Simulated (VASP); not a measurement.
# Br (Pm-3m) in VASP: further runs

The runs below take Br through single point, with PBE.

Program: VASP 6.6.1. These are calculated values, not measurements. Logs are shortened: lines on timing, memory, paths and dates and some standing lists are left out, and cuts for length are marked.

**1. The cell of the first run**

The structure is cubic, space group Pm-3m (No. 221). Conventional cell: a = 2.344 Å, b = 2.344 Å, c = 2.344 Å, α = 90.00°, β = 90.00°, γ = 90.00°. Br (site symmetry m-3m) has 6 Br at 2.34 Å within 3.1 Å.

**2. Single point, PBE (volume scaled by 0.43)**

The input, INCAR:

```
SYSTEM = Br
  PREC = Accurate
  ENCUT = 500
  EDIFF = 1E-6
  ISMEAR = -1
  SIGMA = 0.1
  LREAL = .False.
  LASPH = .True.
  NELM = 120
  ALGO = Normal
  ISIF = 2
  LWAVE = .False.
  LCHARG = .False.
  GGA = PE
  NBANDS = 10
  GGA_COMPAT = .False.
```

The input, KPOINTS:

```
Automatic mesh
0
Gamma
  12 12 12
  0 0 0
```

The input, POSCAR:

```
Br
1.0
    2.3438981815      0.0000000000      0.0000000000
    0.0000000000      2.3438981815      0.0000000000
    0.0000000000      0.0000000000      2.3438981815
Br
1
Direct
    0.0000000000      0.0000000000      0.0000000000
```

Potentials or basis: VASP PAW PBE potentials, release 64 (Br).

Launch:

```bash
$ cat potpaw_PBE.64/Br/POTCAR > POTCAR
$ mpirun -np 1 vasp_std > vasp.out
```

OUTCAR:

```text
SYSTEM = Br
   PREC = Accurate
   ENCUT = 500
   EDIFF = 1E-6
   ISMEAR = -1
   LREAL = .False.
   LASPH = .True.
   NELM = 120
   ISIF = 2
   GGA = PE

 ion  position               nearest neighbor table
   1  0.000  0.000  0.000-

  LATTYP: Found a simple cubic cell.
 ALAT       =     2.3438981815

  Lattice vectors:

 A1 = (   2.3438981815,   0.0000000000,   0.0000000000)
 A2 = (   0.0000000000,   2.3438981815,   0.0000000000)
 A3 = (   0.0000000000,   0.0000000000,   2.3438981815)

Analysis of symmetry for initial positions (statically):
=====================================================================
 Subroutine PRICEL returns:
 Original cell was already a primitive cell.

 Routine SETGRP: Setting up the symmetry group for a
 simple cubic supercell.

 Subroutine GETGRP returns: Found 48 space group operations
 (whereof 48 operations were pure point group operations)
 out of a pool of 48 trial point group operations.

The static configuration has the point symmetry O_h .

Analysis of symmetry for dynamics (positions and initial velocities):
=====================================================================
 Subroutine PRICEL returns:
 Original cell was already a primitive cell.

 Routine SETGRP: Setting up the symmetry group for a
 simple cubic supercell.

 Subroutine GETGRP returns: Found 48 space group operations
 (whereof 48 operations were pure point group operations)
 out of a pool of 48 trial point group operations.

The dynamic configuration has the point symmetry O_h .

 Subroutine INISYM returns: Found 48 space group operations
 (whereof 48 operations are pure point group operations),
 and found     1 'primitive' translations

----------------------------------------------------------------------------------------

                                     Primitive cell

  volume of cell :      12.8770

  direct lattice vectors                    reciprocal lattice vectors
     2.343898182  0.000000000  0.000000000     0.426639693  0.000000000  0.000000000
     0.000000000  2.343898182  0.000000000     0.000000000  0.426639693  0.000000000
     0.000000000  0.000000000  2.343898182     0.000000000  0.000000000  0.426639693

  length of vectors
     2.343898182  2.343898182  2.343898182     0.426639693  0.426639693  0.426639693

  position of ions in fractional coordinates (direct lattice)
     0.000000000  0.000000000  0.000000000

  ion indices of the primitive-cell ions
   primitive index   ion index
                 1           1

----------------------------------------------------------------------------------------

 KPOINTS: Automatic mesh

Automatic generation of k-mesh.
 Grid dimensions read from file:
 generate k-points for:   12   12   12

 Generating k-lattice:

  Cartesian coordinates                     Fractional coordinates (reciprocal lattice)
     0.035553308  0.000000000  0.000000000     0.083333333  0.000000000  0.000000000
     0.000000000  0.035553308  0.000000000     0.000000000  0.083333333  0.000000000
     0.000000000  0.000000000  0.035553308     0.000000000  0.000000000  0.083333333

  Length of vectors
     0.035553308  0.035553308  0.035553308

  Shift w.r.t. Gamma in fractional coordinates (k-lattice)
     0.000000000  0.000000000  0.000000000

 Subroutine IBZKPT returns following result:
 ===========================================

 Found     84 irreducible k-points:

 Following reciprocal coordinates:
            Coordinates               Weight
  0.000000  0.000000  0.000000      1.000000
  0.083333  0.000000  0.000000      6.000000
  0.166667  0.000000  0.000000      6.000000
  0.250000  0.000000  0.000000      6.000000
  0.333333  0.000000  0.000000      6.000000
  0.416667  0.000000  0.000000      6.000000
[... 16 lines left out ...]
  0.333333  0.333333  0.000000     12.000000
  0.416667  0.333333  0.000000     24.000000
 [... further k-points ...]
   k-points           NKPTS =     84   k-points in BZ     NKDIM =     84   number of bands    NBANDS=     10
   number of dos      NEDOS =    301   number of ions     NIONS =      1
   total plane-waves  NPLWV =   5832
   dimension x,y,z NGX =    18 NGY =   18 NGZ =   18
   dimension x,y,z NGXF=    36 NGYF=   36 NGZF=   36
   ions per type =               1
   NGX,Y,Z   is equivalent  to a cutoff of  12.77, 12.77, 12.77 a.u.
   NGXF,Y,Z  is equivalent  to a cutoff of  25.53, 25.53, 25.53 a.u.
 SYSTEM =  Br
   PREC   = accura    normal or accurate (medium, high low for compatibility)
   ISTART =      0    job   : 0-new  1-cont  2-samecut
   ICHARG =      2    charge: 1-file 2-atom 10-const
   ISPIN  =      1    spin polarized calculation?
   LNONCOLLINEAR =      F non collinear calculations
   LSORBIT =      F    spin-orbit coupling
   LASPH  =      T    aspherical Exc in radial PAW
   ENCUT  =  500.0 eV  36.75 Ry    6.06 a.u.   4.27  4.27  4.27*2*pi/ulx,y,z
   NELM   =    120;   NELMIN=  2; NELMDL= -5     # of ELM steps
   EDIFF  = 0.1E-05   stopping-criterion for ELM
   LREAL  =      F    real-space projection
   EDIFFG = 0.1E-04   stopping-criterion for IOM
   NSW    =      0    number of steps for IOM
   IBRION =     -1    ionic relax: 0-MD 1-quasi-New 2-CG
   NFREE  =      0    steps in history (QN), initial steepest desc. (CG)
   ISIF   =      2    stress and relaxation
   ISYM   =      2    0-nonsym 1-usesym 2-fastsym
   POTIM  = 0.5000    time-step for ionic-motion
   TEBEG  =    0.0;   TEEND  =   0.0 temperature during run
   PSTRESS=    0.0 pullay stress
   NELECT =       7.0000    total number of electrons
   NUPDOWN=      -1.0000    fix difference up-down
   EMIN   =  10.00;   EMAX   =-10.00  energy-range for DOS
   EFERMI =   0.00;   METHOD = LEGACY
   ISMEAR =    -1;   SIGMA  =   0.10  broadening in eV -4-tet -1-fermi 0-gaus
   EFERMI_NEDOS =   21; number of points for ismear=-14 and -15
   IALGO  =     38    algorithm
   IMIX   =      4    mixing-type and parameters
     AMIX     =   0.40;   BMIX     =  1.00
     AMIX_MAG =   1.60;   BMIX_MAG =  1.00
  volume/ion in A,a.u.               =      12.88        86.90
  Fermi-wavevector in a.u.,A,eV,Ry     =   1.336089  2.524842 24.288225  1.785134
  Thomas-Fermi vector in A             =   2.464743
   LORBIT       =      0    0 simple, 1 ext, 2 COOP (PROOUT), +10 PAW based schemes
   GGA     = PE    functional components
   LHFCALC =     F    Hartree Fock is set to
   AEXX    =    0.0000 exact exchange contribution
   IVDW    =     0    specifies the selected vdW correction
   LEPSILON=     F    determine dielectric tensor
   LRPA    =     F    only Hartree local field effects (RPA)
 non-spin polarized calculation
  energy-cutoff  :      500.00
  volume of cell :       12.88
 maximum number of plane-waves:       341
 NGX is ok and might be reduce to    18
   NGX =  9   NGY =  9   NGZ =  9

 number of electron       7.0000002 magnetization

 Free energy of the ion-electron system (eV)
  ---------------------------------------------------
  ext. energy  EPLUGINS =         0.00000000
  ---------------------------------------------------
  free energy    TOTEN  =         3.33740182 eV

  energy without entropy =        3.35170048  energy(sigma->0) =        3.34455115

 E-fermi :  14.1271     XC(G=0): -12.7799

 val. band max:       14.1176512734   @ k =   0.5000   0.3333   0.1667
 cond. band min:      14.1913521509   @ k =   0.1667   0.0000   0.0000
 fundamental gap:      0.0737008775
 Fermi energy:        14.1270895061

 k-point     1 :       0.0000    0.0000    0.0000
  band No.  band energies     occupation
      1     -11.3121      2.00000
      2      13.6272      1.98661
      3      13.6272      1.98661
      4      13.6272      1.98661
      5      19.3219      0.00000
      6      19.3219      0.00000
      7      23.6838      0.00000
      8      41.1334      0.00000
      9      41.1334      0.00000
     10      41.1334      0.00000

 k-point     2 :       0.0833    0.0000    0.0000
  band No.  band energies     occupation
      1     -11.1430      2.00000
      2      11.6465      2.00000
      3      13.7718      1.94430
      4      13.7718      1.94430
      5      19.4682      0.00000
      6      20.9116      0.00000
      7      24.5193      0.00000
      8      38.8071      0.00000
      9      38.8071      0.00000
     10      41.2518      0.00000

 k-point     3 :       0.1667    0.0000    0.0000
  band No.  band energies     occupation
      1     -10.6419      2.00000
      2       8.3562      2.00000
      3      14.1914      0.68931
      4      14.1914      0.68931
      5      19.8980      0.00000
      6      22.4973      0.00000
      7      27.4877      0.00000
      8      35.5445      0.00000
      9      35.5445      0.00000
     10      39.2579      0.00000

 k-point     4 :       0.2500    0.0000    0.0000
  band No.  band energies     occupation
      1      -9.8336      2.00000
      2       5.1463      2.00000
      3      14.8356      0.00167
      4      14.8356      0.00167
      5      20.5770      0.00000
      6      23.6167      0.00000
      7      31.1417      0.00000
      8      32.5805      0.00000
      9      32.5805      0.00000
     10      36.0875      0.00000
[... 222 lines left out ...]
 k-point    22 :       0.5000    0.2500    0.0000
  band No.  band energies     occupation
      1      -5.6571      2.00000
      2       0.5775      2.00000
      3       8.6361      2.00000
      4      17.3484      0.00000
      5      17.7147      0.00000
      6      26.7092      0.00000
      7      29.1159      0.00000
      8      30.7182      0.00000
      9      35.7343      0.00000
     10      36.0873      0.00000

 k-point    23 :       0.3333    0.3333    0.0000
  band No.  band energies     occupation
      1      -6.2387      2.00000
      2       4.1325      2.00000
      3       5.0364      2.00000
      4      17.2787      0.00000
      5      17.5231      0.00000
      6      26.0465      0.00000
      7      31.9566      0.00000
      8      32.5230      0.00000
      9      34.5162      0.00000
     10      34.8695      0.00000

 k-point    24 :       0.4167    0.3333    0.0000
  band No.  band energies     occupation
      1      -5.1302      2.00000
      2       2.3550      2.00000
      3       5.4700      2.00000
      4      15.4070      0.00001
      5      18.1702      0.00000
      6      27.2677      0.00000
      7      30.5771      0.00000
      8      32.7612      0.00000
      9      33.0517      0.00000
     10      35.8096      0.00000

 [... further k-points ...]
[... 5 lines left out ...]
  --------------------------------------------------------------------------------------
  -------------------------------------------------------------------------------------
  Total       13.8206792     13.8206792     13.8206792     -0.0000000     -0.0000000      0.0000000
  in kB     1719.5853792   1719.5853792   1719.5853792     -0.0000000     -0.0000000      0.0000000
  external PRESSURE =    1719.5853792 kB  Pullay stress =       0.0000000 kB

 VOLUME and BASIS-vectors are now :
 -----------------------------------------------------------------------------
  energy-cutoff  :      500.00
  volume of cell :       12.88
      direct lattice vectors                 reciprocal lattice vectors
     2.343898182  0.000000000  0.000000000     0.426639693  0.000000000  0.000000000
     0.000000000  2.343898182  0.000000000     0.000000000  0.426639693  0.000000000
     0.000000000  0.000000000  2.343898182     0.000000000  0.000000000  0.426639693

 POSITION                                       TOTAL-FORCE (eV/Angst)
 -----------------------------------------------------------------------------------
      0.00000      0.00000      0.00000         0.000000      0.000000      0.000000
 -----------------------------------------------------------------------------------
    total drift:                                0.000000      0.000000      0.000000

  FREE ENERGIE OF THE ION-ELECTRON SYSTEM (eV)
  ---------------------------------------------------
  free  energy   TOTEN  =         3.3374018233 eV

  energy  without entropy=        3.3517004831  energy(sigma->0) =        3.34455115
```

Run time: 11 s. Hardware: 1 thread of Intel Xeon 8259CL, shared host; peak memory 0.12 GiB.

Results:

```yaml
Free_energy: 3.3374 eV
Pressure: 172.0 GPa
```

Levels at points of the mesh, in eV from the Fermi level:
| k point | band 1 | band 2 | band 3 | band 4 | band 5 | band 6 | band 7 | band 8 |
| --- | --- | --- | --- | --- | --- | --- | --- | --- |
| (0.00, 0.00, 0.00) | -25.44 | -0.50 | -0.50 | -0.50 | 5.19 | 5.19 | 9.56 | 27.01 |
| (0.50, 0.00, 0.00) | -21.29 | -14.87 | 2.42 | 2.42 | 8.46 | 13.48 | 13.71 | 13.71 |
| (0.50, 0.50, 0.00) | -16.89 | -11.52 | -11.52 | -2.04 | 5.20 | 16.01 | 17.08 | 17.08 |
| (0.50, 0.50, 0.50) | -11.87 | -8.45 | -8.45 | -8.45 | 2.29 | 2.29 | 2.29 | 7.76 |

Caveat: an odd number of electrons without spin polarisation forces a metal; a magnetic or distorted state may lie lower.

(Part 1 of 2 ends here.)
